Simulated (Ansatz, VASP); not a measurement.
# SiF: VASP beside Ansatz

```
CELL_PARAMETERS angstrom
3.02860 0.00000 0.00000
0.00000 3.02860 0.00000
0.00000 0.00000 3.02860
ATOMIC_POSITIONS crystal
Si 0.50000 0.50000 0.50000
F 0.00000 0.00000 0.00000
```

Alike in both runs: task single point; functional PBE; k mesh 5 × 5 × 5; occupations fermi-dirac, width 0.03 eV; no spin polarisation.

```csv
,VASP,Ansatz
version,VASP 6.6.1,Ansatz 0.2.0
potentials or method,"VASP PAW PBE potentials, release 64 (Si, F), cutoff 600 eV","all-electron LAPW, scalar-relativistic"
```

|  | VASP | Ansatz | Ansatz less VASP |
| --- | --- | --- | --- |
| gap on the k mesh at the Fermi level (eV) | none | none | - |
| pressure (GPa) | -0.5 | -0.3 | +0.24 |

A gap of «none» marks a metal or a gap that the smearing closes. Ansatz ran all-electron here, and VASP with PAW potentials.

The k mesh is coarse, so the values compare programs but aren't converged. Noted on Ansatz's run: the k mesh is thin for a metal, which can move the energy by tens of meV per atom.
